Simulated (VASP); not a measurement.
**Al (a cell with a defect): single point with LDA**

Al (a cell with a defect):

```
Al
1.0
     0.00000    4.04961    4.04961
     4.04961    0.00000    4.04961
     4.04961    4.04961    0.00000
Al
7
Direct
  0.00000 0.00000 0.00000
  0.00000 0.50000 0.00000
  0.00000 0.50000 0.50000
  0.50000 0.00000 0.00000
  0.50000 0.00000 0.50000
  0.50000 0.50000 0.00000
  0.50000 0.50000 0.50000
```

```yaml
Program: VASP 6.6.1
Task: single point
Functional: LDA
Potentials_or_basis: VASP PAW LDA potentials, release 64 (Al)
Cutoff: 400 eV
k_mesh: 2 × 2 × 2, shifted
Occupations: gaussian, width 0.05 eV
Spin: no spin polarisation
Dipole_correction: no
Further_INCAR_settings: ALGO = Normal; EDIFF = 1e-06; NBANDS = 20
```

```json
{
 "Pressure": "-5.4 GPa"
}
```

Levels at points of the mesh, in eV from the Fermi level:
```csv
k point,band 8,band 9,band 10,band 11,band 12,band 13,band 14,band 15
"(0.25, 0.25, 0.25)",-2.90,-2.02,-2.02,-1.44,-0.36,1.10,1.10,2.94
```

Run time: 3 s on 1 thread of Intel(R) Xeon(R) 6975P-C (Granite Rapids), on a shared host, peak memory 0.17 GiB.

Caveat: the k points lie up to 0.67 Å⁻¹ apart.
